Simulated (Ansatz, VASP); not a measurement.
## One calculation of Zn, two programs

```
CELL_PARAMETERS angstrom
2.46372 0.00000 0.00000
-1.23186 2.13365 0.00000
0.00000 0.00000 4.53862
ATOMIC_POSITIONS crystal
Zn 0.33333 0.66667 0.25000
Zn 0.66667 0.33333 0.75000
```

Alike in both runs: task single point; functional LDA; k mesh 23 × 23 × 11; occupations fermi-dirac, width 0.1 eV; no spin polarisation.

|  | VASP | Ansatz |
| --- | --- | --- |
| version | VASP 6.6.1 | Ansatz 0.2.0 |
| potentials or method | VASP PAW LDA potentials, release 64 (Zn), cutoff 520 eV | plane waves (420 eV) with PAW, scalar-relativistic |
| valence electrons in the cell | 24 | 24 |

```tsv
	VASP	Ansatz	Ansatz less VASP
pressure (GPa)	19.8	18.7	-1.07
traceless stress, the component that is largest in VASP (GPa)	-5.32	-4.99	+0.333
```

Ansatz warns that its potentials were made for another functional, while VASP's fit it. LDA's correlation is that of Perdew and Zunger in VASP and of Perdew and Wang (1992) in Ansatz.
